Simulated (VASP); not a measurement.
# ZnCu (R-3m) in VASP: further runs

Runs on ZnCu. Level: PBE. Tasks: single point.

Program: VASP 6.6.1. These are calculated values, not measurements. Logs are shortened: lines on timing, memory, paths and dates and some standing lists are left out, and cuts for length are marked.

### 1 The cell of the first run

The structure is trigonal, space group R-3m (No. 166). Conventional cell: a = 4.921 Å, b = 4.921 Å, c = 3.324 Å, α = 90.00°, β = 90.00°, γ = 120.00°. Within 2.2 Å of Zn (site symmetry -3m) lie 2 Cu at 1.66 Å. Within 2.2 Å of Cu (site symmetry -3m) lie 2 Zn at 1.66 Å.

### 2 Single point, PBE

Input file INCAR:

```
SYSTEM = ZnCu
  ALGO = Fast
  EDIFF = 1E-6
  ENCUT = 520
  GGA = PE
  ISIF = 2
  ISMEAR = 0
  LASPH = .True.
  LCHARG = .False.
  LREAL = .False.
  LWAVE = .False.
  NBANDS = 18
  NELM = 100
  PREC = Accurate
  SIGMA = 0.15
```

Input file KPOINTS:

```
k-points
0
Gamma
  16 16 16
  0 0 0
```

Input file POSCAR:

```
ZnCu
1.0
    2.9592083854     -0.5201665533     -0.5201665533
   -0.5201665533      2.9592083854     -0.5201665533
   -0.5201665533     -0.5201665533      2.9592083854
Zn Cu
1 1
Direct
    0.5000000000      0.5000000000      0.5000000000
    0.0000000000      0.0000000000      0.0000000000
```

Potentials or basis: VASP PAW PBE potentials, release 64 (Zn, Cu).

On the command line:

```console
> cat potpaw_PBE.64/Zn/POTCAR potpaw_PBE.64/Cu/POTCAR > POTCAR
> mpirun -np 1 vasp_std > vasp.out
```

OUTCAR:

```text
SYSTEM = ZnCu
   EDIFF = 1E-6
   ENCUT = 520
   GGA = PE
   ISIF = 2
   ISMEAR = 0
   LASPH = .True.
   LREAL = .False.
   NELM = 100
   PREC = Accurate

 ion  position               nearest neighbor table
   1  0.500  0.500  0.500-   2 1.66   2 1.66   2 2.89   2 2.89   2 2.89   2 2.89   2 2.89   2 2.89

   2  0.000  0.000  0.000-   1 1.66   1 1.66   1 2.89   1 2.89   1 2.89   1 2.89   1 2.89   1 2.89

  LATTYP: Found a trigonal (rhomboedric) cell.
 ALAT       =     3.0492721680
 COS(alpha) =    -0.3019972964

  Lattice vectors:

 A1 = (   2.9592083854,  -0.5201665533,  -0.5201665533)
 A2 = (  -0.5201665533,   2.9592083854,  -0.5201665533)
 A3 = (  -0.5201665533,  -0.5201665533,   2.9592083854)

Analysis of symmetry for initial positions (statically):
=====================================================================
 Subroutine PRICEL returns:
 Original cell was already a primitive cell.

 Routine SETGRP: Setting up the symmetry group for a
 trigonal (rhombohedral) supercell.

 Subroutine GETGRP returns: Found 12 space group operations
 (whereof 12 operations were pure point group operations)
 out of a pool of 12 trial point group operations.

The static configuration has the point symmetry D_3d.

Analysis of symmetry for dynamics (positions and initial velocities):
=====================================================================
 Subroutine PRICEL returns:
 Original cell was already a primitive cell.

 Routine SETGRP: Setting up the symmetry group for a
 trigonal (rhombohedral) supercell.

 Subroutine GETGRP returns: Found 12 space group operations
 (whereof 12 operations were pure point group operations)
 out of a pool of 12 trial point group operations.

The dynamic configuration has the point symmetry D_3d.

 Subroutine INISYM returns: Found 12 space group operations
 (whereof 12 operations are pure point group operations),
 and found     1 'primitive' translations

----------------------------------------------------------------------------------------

                                     Primitive cell

  volume of cell :      23.2300

  direct lattice vectors                    reciprocal lattice vectors
     2.959208385 -0.520166553 -0.520166553     0.365318167  0.077910223  0.077910223
    -0.520166553  2.959208385 -0.520166553     0.077910223  0.365318167  0.077910223
    -0.520166553 -0.520166553  2.959208385     0.077910223  0.077910223  0.365318167

  length of vectors
     3.049272168  3.049272168  3.049272168     0.381572233  0.381572233  0.381572233

  position of ions in fractional coordinates (direct lattice)
     0.500000000  0.500000000  0.500000000
     0.000000000  0.000000000  0.000000000

  ion indices of the primitive-cell ions
   primitive index   ion index
                 1           1
                 2           2

----------------------------------------------------------------------------------------

 KPOINTS: k-points

Automatic generation of k-mesh.
 Grid dimensions read from file:
 generate k-points for:   16   16   16

 Generating k-lattice:

  Cartesian coordinates                     Fractional coordinates (reciprocal lattice)
     0.022832385  0.004869389  0.004869389     0.062500000  0.000000000  0.000000000
     0.004869389  0.022832385  0.004869389     0.000000000  0.062500000  0.000000000
     0.004869389  0.004869389  0.022832385     0.000000000  0.000000000  0.062500000

  Length of vectors
     0.023848265  0.023848265  0.023848265

  Shift w.r.t. Gamma in fractional coordinates (k-lattice)
     0.000000000  0.000000000  0.000000000

 Subroutine IBZKPT returns following result:
 ===========================================

 Found    417 irreducible k-points:

 Following reciprocal coordinates:
            Coordinates               Weight
  0.000000  0.000000  0.000000      1.000000
  0.062500 -0.000000 -0.000000      6.000000
  0.125000 -0.000000 -0.000000      6.000000
  0.187500 -0.000000 -0.000000      6.000000
  0.250000 -0.000000 -0.000000      6.000000
  0.312500 -0.000000  0.000000      6.000000
[... 16 lines left out ...]
 -0.125000  0.062500  0.000000     12.000000
 -0.062500  0.062500  0.000000      6.000000
 [... further k-points ...]
   k-points           NKPTS =    417   k-points in BZ     NKDIM =    417   number of bands    NBANDS=     18
   number of dos      NEDOS =    301   number of ions     NIONS =      2
   total plane-waves  NPLWV =  13824
   dimension x,y,z NGX =    24 NGY =   24 NGZ =   24
   dimension x,y,z NGXF=    48 NGYF=   48 NGZF=   48
   ions per type =               1   1
   NGX,Y,Z   is equivalent  to a cutoff of  13.08, 13.08, 13.08 a.u.
   NGXF,Y,Z  is equivalent  to a cutoff of  26.17, 26.17, 26.17 a.u.
 SYSTEM =  ZnCu
   PREC   = accura    normal or accurate (medium, high low for compatibility)
   ISTART =      0    job   : 0-new  1-cont  2-samecut
   ICHARG =      2    charge: 1-file 2-atom 10-const
   ISPIN  =      1    spin polarized calculation?
   LNONCOLLINEAR =      F non collinear calculations
   LSORBIT =      F    spin-orbit coupling
   LASPH  =      T    aspherical Exc in radial PAW
   ENCUT  =  520.0 eV  38.22 Ry    6.18 a.u.   5.67  5.67  5.67*2*pi/ulx,y,z
   NELM   =    100;   NELMIN=  2; NELMDL= -5     # of ELM steps
   EDIFF  = 0.1E-05   stopping-criterion for ELM
   LREAL  =      F    real-space projection
   EDIFFG = 0.1E-04   stopping-criterion for IOM
   NSW    =      0    number of steps for IOM
   IBRION =     -1    ionic relax: 0-MD 1-quasi-New 2-CG
   NFREE  =      0    steps in history (QN), initial steepest desc. (CG)
   ISIF   =      2    stress and relaxation
   ISYM   =      2    0-nonsym 1-usesym 2-fastsym
   POTIM  = 0.5000    time-step for ionic-motion
   TEBEG  =    0.0;   TEEND  =   0.0 temperature during run
   PSTRESS=    0.0 pullay stress
   NELECT =      23.0000    total number of electrons
   NUPDOWN=      -1.0000    fix difference up-down
   EMIN   =  10.00;   EMAX   =-10.00  energy-range for DOS
   EFERMI =   0.00;   METHOD = LEGACY
   ISMEAR =     0;   SIGMA  =   0.15  broadening in eV -4-tet -1-fermi 0-gaus
   EFERMI_NEDOS =   21; number of points for ismear=-14 and -15
   IALGO  =     68    algorithm
   IMIX   =      4    mixing-type and parameters
     AMIX     =   0.40;   BMIX     =  1.00
     AMIX_MAG =   1.60;   BMIX_MAG =  1.00
  volume/ion in A,a.u.               =      11.61        78.38
  Fermi-wavevector in a.u.,A,eV,Ry     =   1.631678  3.083424 36.223771  2.662372
  Thomas-Fermi vector in A             =   2.723774
   LORBIT       =      0    0 simple, 1 ext, 2 COOP (PROOUT), +10 PAW based schemes
   GGA     = PE    functional components
   LHFCALC =     F    Hartree Fock is set to
   AEXX    =    0.0000 exact exchange contribution
   IVDW    =     0    specifies the selected vdW correction
   LEPSILON=     F    determine dielectric tensor
   LRPA    =     F    only Hartree local field effects (RPA)
 non-spin polarized calculation
 RMM-DIIS sequential band-by-band and
 Gauss-broadening in eV      SIGMA  =   0.15
  energy-cutoff  :      520.00
  volume of cell :       23.23
 maximum number of plane-waves:       640
   NGX = 11   NGY = 11   NGZ = 11

 number of electron      23.0000020 magnetization

 Free energy of the ion-electron system (eV)
  ---------------------------------------------------
  ext. energy  EPLUGINS =         0.00000000
  ---------------------------------------------------
  free energy    TOTEN  =         5.43006913 eV

  energy without entropy =        5.43601015  energy(sigma->0) =        5.43303964

 E-fermi :   6.8364     XC(G=0): -12.6533

 val. band max:        6.8329990705   @ k =  -0.3750   0.5000   0.1875
 cond. band min:       6.8382313799   @ k =   0.3125   0.2500   0.2500
 fundamental gap:      0.0052323094
 Fermi energy:         6.8364360728

 k-point     1 :       0.0000    0.0000    0.0000
  band No.  band energies     occupation
      1      -5.2288      2.00000
      2      -3.7157      2.00000
      3      -3.6304      2.00000
      4      -3.6304      2.00000
      5      -1.6320      2.00000
      6      -1.6320      2.00000
[... 10 lines left out ...]
     17      21.4560      0.00000
     18      21.5456      0.00000

 k-point     2 :       0.0625   -0.0000   -0.0000
  band No.  band energies     occupation
      1      -5.1438      2.00000
      2      -3.6530      2.00000
      3      -3.5999      2.00000
      4      -3.5941      2.00000
      5      -1.6325      2.00000
      6      -1.6209      2.00000
[... 10 lines left out ...]
     17      21.7005      0.00000
     18      21.9685      0.00000

 k-point     3 :       0.1250   -0.0000   -0.0000
  band No.  band energies     occupation
      1      -4.8950      2.00000
      2      -3.5320      2.00000
      3      -3.4874      2.00000
      4      -3.4411      2.00000
      5      -1.6334      2.00000
      6      -1.5888      2.00000
[... 10 lines left out ...]
     17      21.5046      0.00000
     18      22.9463      0.00000

 k-point     4 :       0.1875   -0.0000   -0.0000
  band No.  band energies     occupation
      1      -4.5044      2.00000
      2      -3.4018      2.00000
      3      -3.3178      2.00000
      4      -3.1029      2.00000
      5      -1.6337      2.00000
      6      -1.5392      2.00000
[... 10 lines left out ...]
     17      21.7193      0.00000
     18      24.2714      0.00000

 k-point     5 :       0.2500   -0.0000   -0.0000
  band No.  band energies     occupation
      1      -4.0144      2.00000
      2      -3.2352      2.00000
      3      -3.0993      2.00000
      4      -2.6093      2.00000
      5      -1.6321      2.00000
      6      -1.4758      2.00000
[... 10 lines left out ...]
     17      22.3254      0.00000
     18      25.8554      0.00000

 k-point     6 :       0.3125   -0.0000    0.0000
  band No.  band energies     occupation
      1      -3.4925      2.00000
      2      -3.0432      2.00000
      3      -2.8552      2.00000
      4      -1.9661      2.00000
      5      -1.6267      2.00000
      6      -1.3883      2.00000
[... 10 lines left out ...]
     17      23.2244      0.00000
     18      26.9224      0.00000

 k-point     7 :       0.3750   -0.0000   -0.0000
  band No.  band energies     occupation
      1      -3.0449      2.00000
      2      -2.8194      2.00000
      3      -2.6221      2.00000
      4      -1.6163      2.00000
      5      -1.4752      2.00000
      6      -1.0056      2.00000
[... 10 lines left out ...]
     17      24.3473      0.00000
     18      27.5663      0.00000

 k-point     8 :       0.4375   -0.0000   -0.0000
  band No.  band energies     occupation
      1      -2.8233      2.00000
      2      -2.5341      2.00000
      3      -2.4495      2.00000
      4      -1.6031      2.00000
      5      -1.3907      2.00000
      6      -0.2328      2.00000
[... 10 lines left out ...]
     17      25.6478      0.00000
     18      28.2699      0.00000
[... 229 lines left out ...]
     17      23.4560      0.00000
     18      27.0992      0.00000

 k-point    20 :      -0.3125    0.0625    0.0000
  band No.  band energies     occupation
      1      -4.0031      2.00000
      2      -3.2096      2.00000
      3      -3.0597      2.00000
      4      -2.1973      2.00000
      5      -1.6609      2.00000
      6      -1.3871      2.00000
[... 10 lines left out ...]
     17      22.4899      0.00000
     18      25.3081      0.00000

 k-point    21 :      -0.2500    0.0625    0.0000
  band No.  band energies     occupation
      1      -4.4736      2.00000
      2      -3.3813      2.00000
      3      -3.2814      2.00000
      4      -2.7551      2.00000
      5      -1.6680      2.00000
      6      -1.4817      2.00000
[... 10 lines left out ...]
     17      21.7499      0.00000
     18      23.7874      0.00000

 k-point    22 :      -0.1875    0.0625   -0.0000
  band No.  band energies     occupation
      1      -4.8551      2.00000
      2      -3.5137      2.00000
      3      -3.4574      2.00000
      4      -3.1879      2.00000
      5      -1.6642      2.00000
      6      -1.5468      2.00000
[... 10 lines left out ...]
     17      21.2857      0.00000
     18      22.5715      0.00000

 k-point    23 :      -0.1250    0.0625    0.0000
  band No.  band energies     occupation
      1      -5.1086      2.00000
      2      -3.5975      2.00000
      3      -3.5723      2.00000
      4      -3.4796      2.00000
      5      -1.6549      2.00000
      6      -1.5931      2.00000
[... 10 lines left out ...]
     17      21.1006      0.00000
     18      21.8629      0.00000

 k-point    24 :      -0.0625    0.0625    0.0000
  band No.  band energies     occupation
      1      -5.2090      2.00000
      2      -3.6352      2.00000
      3      -3.6261      2.00000
      4      -3.6176      2.00000
      5      -1.6436      2.00000
      6      -1.6183      2.00000
[... 10 lines left out ...]
     17      21.2481      0.00000
     18      21.8446      0.00000

 [... further k-points ...]

------------------------ aborting loop because EDIFF is reached ----------------------------------------

  FORCE on cell =-STRESS in cart. coord.  units (eV):
  Direction    XX          YY          ZZ          XY          YZ          ZX
  --------------------------------------------------------------------------------------
  -------------------------------------------------------------------------------------
  Total       24.1163377     24.1163377     24.1163377     23.7242953     23.7242953     23.7242953
  in kB     1663.3082023   1663.3082023   1663.3082023   1636.2689673   1636.2689673   1636.2689673
  external PRESSURE =    1663.3082023 kB  Pullay stress =       0.0000000 kB

 VOLUME and BASIS-vectors are now :
 -----------------------------------------------------------------------------
  energy-cutoff  :      520.00
  volume of cell :       23.23
      direct lattice vectors                 reciprocal lattice vectors
     2.959208385 -0.520166553 -0.520166553     0.365318167  0.077910223  0.077910223
    -0.520166553  2.959208385 -0.520166553     0.077910223  0.365318167  0.077910223
    -0.520166553 -0.520166553  2.959208385     0.077910223  0.077910223  0.365318167

 POSITION                                       TOTAL-FORCE (eV/Angst)
 -----------------------------------------------------------------------------------
      0.95944      0.95944      0.95944        -0.000000      0.000000      0.000000
      0.00000      0.00000      0.00000         0.000000     -0.000000     -0.000000
 -----------------------------------------------------------------------------------
    total drift:                                0.000000      0.000000     -0.000000

  FREE ENERGIE OF THE ION-ELECTRON SYSTEM (eV)
  ---------------------------------------------------
  free  energy   TOTEN  =         5.4300691317 eV

  energy  without entropy=        5.4360101458  energy(sigma->0) =        5.43303964
```

It took 1.8 min on 1 thread of Intel Xeon 6975P-C, shared host; peak memory 0.29 GiB.

Results:

```yaml
Free_energy: 5.4301 eV
Pressure: 166.3 GPa
```

Levels at points of the mesh, in eV from the Fermi level:
```tsv
k point	band 8	band 9	band 10	band 11	band 12	band 13	band 14	band 15
(0.00, 0.00, 0.00)	-3.83	-3.15	-3.15	-3.04	8.23	10.73	10.73	12.45
(0.50, 0.00, 0.00)	-5.35	-4.98	-4.13	-4.00	-2.83	8.60	8.78	9.06
(0.50, 0.50, 0.00)	-3.69	-3.52	-3.09	-3.05	-1.66	3.66	6.56	9.61
(0.50, 0.50, 0.50)	-5.66	-3.75	-3.75	0.61	2.08	3.05	3.05	3.60
```

### 3 Single point, PBE

This run uses another cell than the first one, of 12.31 Å³/atom, 1.060 times its volume.

Input file INCAR:

```
SYSTEM = ZnCu
  ALGO = Fast
  EDIFF = 1E-6
  ENCUT = 520
  GGA = PE
  ISIF = 2
  ISMEAR = 0
  LASPH = .True.
  LCHARG = .True.
  LELF = .True.
  LREAL = .False.
  LVHAR = .True.
  LWAVE = .False.
  NBANDS = 18
  NELM = 60
  PREC = Accurate
  SIGMA = 0.15
```

KPOINTS is that of step 2.

Input file POSCAR:

```
ZnCu
1.0
    3.1343248033      0.9014226139      0.9014226139
    0.9014226139      3.1343248033      0.9014226139
    0.9014226139      0.9014226139      3.1343248033
Zn Cu
1 1
Direct
    0.5000000000      0.5000000000      0.5000000000
    0.0000000000      0.0000000000      0.0000000000
```

Potentials or basis: VASP PAW PBE potentials, release 64 (Zn, Cu).

On the command line:

```console
> cat potpaw_PBE.64/Zn/POTCAR potpaw_PBE.64/Cu/POTCAR > POTCAR
> mpirun -np 1 vasp_std > vasp.out
```

Run time: 4.1 min. Hardware: 1 thread of Intel Xeon 6975P-C, shared host; peak memory 0.31 GiB.

Results (log left out):

- Free energy: -3.8387 eV
- Pressure: 28.9 GPa

Stress tensor (GPa, compression positive):
```
28.93  3.10  3.10
 3.10 28.93  3.10
 3.10  3.10 28.93
```

Levels at points of the mesh, in eV from the Fermi level:
```tsv
k point	band 9	band 10	band 11	band 12	band 13	band 14
(0.00, 0.00, 0.00)	-3.66	-3.28	-3.28	6.41	9.62	9.62
(0.50, 0.00, 0.00)	-4.30	-3.68	-3.46	-2.28	8.62	8.65
(0.50, 0.50, 0.00)	-3.45	-3.42	-3.20	-0.18	1.56	3.35
(0.50, 0.50, 0.50)	-4.26	-3.63	-3.63	-2.93	10.61	10.61
```

### 4 Single point, PBE

This run uses another cell than the first one, of 12.31 Å³/atom, 1.060 times its volume.

Input file INCAR:

```
SYSTEM = ZnCu
PREC = Accurate
ENCUT = 520
EDIFF = 1E-6
ISMEAR = 0
SIGMA = 0.15
LREAL = .FALSE.
LASPH = .TRUE.
NELM = 80
ALGO = Fast
ISIF = 2
LWAVE = .FALSE.
LCHARG = .FALSE.
GGA = PE
NBANDS = 18
```

Input file KPOINTS:

```
Automatic mesh
0
G
  16 16 16
  0 0 0
```

Input file POSCAR:

```
ZnCu
1.0
    2.9623260947      0.4137232028      0.4137232028
    0.4137232028      2.9623260947      0.4137232028
    0.4137232028      0.4137232028      2.9623260947
Zn Cu
1 1
Direct
    0.5000000000      0.5000000000      0.5000000000
    0.0000000000      0.0000000000      0.0000000000
```

On the command line:

```console
> cat potpaw_PBE.64/Zn/POTCAR potpaw_PBE.64/Cu/POTCAR > POTCAR
> mpirun -np 1 vasp_std > vasp.out
```

It took 1.9 min on 1 thread of Intel Xeon 6975P-C, shared host; peak memory 0.3 GiB.

It converged, with:

```yaml
Free_energy: -4.1780 eV
Pressure: 22.6 GPa
```

Stress tensor (GPa, compression positive):
```
22.57 -8.07 -8.07
-8.07 22.57 -8.07
-8.07 -8.07 22.57
```

Levels at points of the mesh, in eV from the Fermi level:
```
           k point  band 8  band 9  band 10  band 11  band 12  band 13  band 14  band 15
(0.00, 0.00, 0.00)   -3.85   -3.42    -3.22    -3.22     6.53     6.53     8.61    12.25
(0.50, 0.00, 0.00)   -4.41   -3.81    -3.79    -3.53    -2.53     9.98     9.99    10.44
(0.50, 0.50, 0.00)   -3.43   -3.34    -3.33    -3.11     0.01     0.09     4.99     6.12
(0.50, 0.50, 0.50)   -4.65   -3.23    -3.23    -1.98    -0.46     6.81     6.81     6.82
```

### 5 Single point, PBE

This run uses another cell than the first one, of 12.31 Å³/atom, 1.060 times its volume.

Input file INCAR:

```
PREC = Accurate
ENCUT = 520
EDIFF = 1E-6
ISMEAR = 0
SIGMA = 0.15
LREAL = F
LASPH = T
NELM = 80
ALGO = Fast
ISIF = 2
LWAVE = F
LCHARG = F
GGA = PE
NBANDS = 18
```

Input file KPOINTS:

```
Automatic mesh
0
Gamma
  16 16 16
```

Input file POSCAR:

```
ZnCu
1.0
    2.9578185208     -0.3624641967     -0.3624641967
   -0.3624641967      2.9578185208     -0.3624641967
   -0.3624641967     -0.3624641967      2.9578185208
Zn Cu
1 1
Direct
    0.5000000000      0.5000000000      0.5000000000
    0.0000000000      0.0000000000      0.0000000000
```

On the command line:

```console
> cat potpaw_PBE.64/Zn/POTCAR potpaw_PBE.64/Cu/POTCAR > POTCAR
> mpirun -np 1 vasp_std > vasp.out
```

It took 1.9 min on 1 thread of Intel Xeon 6975P-C, shared host; peak memory 0.3 GiB.

It converged, with:

```
Free energy : -1.8947 eV
Pressure    : 57.9 GPa
```

Stress tensor (GPa, compression positive):
```
57.94 63.53 63.53
63.53 57.94 63.53
63.53 63.53 57.94
```

Levels at points of the mesh, in eV from the Fermi level:
```csv
k point,band 9,band 10,band 11,band 12,band 13,band 14
"(0.00, 0.00, 0.00)",-3.18,-3.18,-3.04,5.86,8.52,8.52
"(0.50, 0.00, 0.00)",-4.35,-3.55,-3.40,-2.45,9.26,9.27
"(0.50, 0.50, 0.00)",-3.28,-3.16,-2.97,-0.60,0.73,6.11
"(0.50, 0.50, 0.50)",-3.11,-3.11,1.03,2.58,3.06,3.06
```

### 6 Overview

```tsv
cell	gap on the mesh (eV)	pressure (GPa)
a = 3.049 Å, angles 107.6°, 2 atoms	none	166.3
a = 3.384 Å, angles 55.6°, 2 atoms	none	28.9
a = 3.020 Å, angles 73.3°, 2 atoms	none	22.6
a = 3.002 Å, angles 102.9°, 2 atoms	none	57.9
```

Alike in all rows: task single point; level PBE; potentials or basis VASP PAW PBE potentials, release 64 (Zn, Cu); no spin polarisation; k mesh 16 × 16 × 16; cutoff (eV) 520; smearing gaussian 0.15 eV.

Total energies depend on the potentials used, so only differences within one code and one set of settings carry meaning.
